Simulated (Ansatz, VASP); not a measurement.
AgCl: VASP beside Ansatz

```
Ag Cl
1.0
     0.00000    2.67706    2.67706
     2.67706    0.00000    2.67706
     2.67706    2.67706    0.00000
Ag Cl
1 1
Direct
  0.00000 0.00000 0.00000
  0.50000 0.50000 0.50000
```

Alike in both runs: task single point; functional LDA; k mesh 8 × 8 × 8; no spin polarisation.

|  | VASP | Ansatz |
| --- | --- | --- |
| version | VASP 6.6.1 | Ansatz 0.2.0 |
| potentials or method | VASP PAW LDA potentials, release 64 (Ag, Cl) | PAW with Ansatz's default frozen-core files, scalar-relativistic |
| plane-wave cutoff (eV) | 520 | 420 |
| occupations | gaussian, width 0.01 eV | fixed |
| valence electrons in the cell | 18 | 26 |

VASP gave:

| Quantity | Value |
| --- | --- |
| gap on the k mesh at the Fermi level (eV) | 0.66 |
| pressure (GPa) | 0.0 |

**Question.** What did Ansatz give for the same quantities?

**Answer.** gap on the k mesh at the Fermi level (eV): 0.63; pressure (GPa): 0.0.

LDA's correlation is that of Perdew and Zunger in VASP and of Perdew and Wang (1992) in Ansatz. VASP's potentials hold 18 valence electrons a cell and Ansatz's 26, so a difference there can come from the potentials and not from the codes.
